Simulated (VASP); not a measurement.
Runs of VASP 6.6.1 on Al3Rh2. The structure is that of space group P-6m2 (No. 187), or close to it. The cells are those of the table. 

| task | cell | k mesh | cutoff (eV) | gap on the mesh (eV) | pressure (GPa) | largest force (eV/Å) |
| --- | --- | --- | --- | --- | --- | --- |
| single point | a = 4.134, b = 4.134, c = 5.273 Å, angles 90.0, 90.0, 120.0°, 5 atoms | 6 × 6 × 4 | 520 | none | (b) | 0.01 |
| single point | a = 4.031, b = 4.031, c = 4.950 Å, angles 90.0, 90.0, 120.0°, 5 atoms | 6 × 6 × 4 | 520 | none | (a) | 0.61 |
| single point | a = 4.140, b = 4.140, c = 5.262 Å, angles 90.0, 90.0, 120.0°, 5 atoms | 12 × 12 × 8 | 520 | none | 0.0 | - |
| relaxation of cell and atoms | relaxed from a = 4.031, b = 4.031, c = 4.950 Å, angles 90.0, 90.0, 120.0°, 5 atoms | 6 × 6 × 4 | 600 | none | -0.1 | - |

Alike in all rows: level PBE; potentials or basis VASP PAW PBE potentials, release 64 (Al, Rh_pv); no spin polarisation; smearing gaussian 0.1 eV.

**Question.** Fill in the values left out.

**Answer.** (a) 19.8; (b) 0.1.

A k mesh can miss the band edges, and the runs leave out spin-orbit coupling on Rh.

A gap of «none» marks levels without a gap at the run's occupations.
